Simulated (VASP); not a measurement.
Set up this calculation in VASP 6.6.1, as the native input.

```yaml
Task: single point
Functional: PBEsol
Potentials_or_basis: VASP PAW PBE potentials, release 64 (In_d)
Cutoff: 520 eV
k_mesh: 22 × 22 × 22
Occupations: gaussian, width 0.15 eV
Spin: no spin polarisation
Dipole_correction: no
Further_INCAR_settings: ALGO = Fast; EDIFF = 1e-07; NBANDS = 12
```

The structure of In lies in POSCAR:

```
In
1.0
   -1.6484287959      1.6484287959      2.4075301803
    1.6484287959     -1.6484287959      2.4075301803
    1.6484287959      1.6484287959     -2.4075301803
In
1
Direct
    0.0000000000      0.0000000000      0.0000000000
```

This cell differs from its parent crystal: ratio of the length along z to the lengths across it x 0.96, volume and fractional coordinates fixed.

These files were run (other wordings do the same):

INCAR

```
ALGO = Fast
EDIFF = 1E-7
ENCUT = 520
GGA = PS
ISIF = 2
ISMEAR = 0
LASPH = T
LCHARG = F
LREAL = F
LWAVE = F
NBANDS = 12
NELM = 60
PREC = Accurate
SIGMA = 0.15
```

KPOINTS

```
k-points
0
Gamma
  22 22 22
```

Potentials or basis: VASP PAW PBE potentials, release 64 (In_d).

The run is started by

```console
$ cat potpaw_PBE.64/In_d/POTCAR > POTCAR
$ mpirun -np 1 vasp_std > vasp.out
```

It gave:

```json
{
  "Pressure": "-1.0 GPa",
  "Band gap on the k mesh": "zero (an odd number of electrons rules out a gap without spin polarisation)"
}
```

Caveat: the PAW data sets were made with another functional, which shifts forces and pressure a little; spin-orbit coupling is left out, which moves the levels of the heavy elements.

Run time: 12 min on 1 thread of Intel Xeon 8259CL (shared host), peak memory 0.37 GiB.
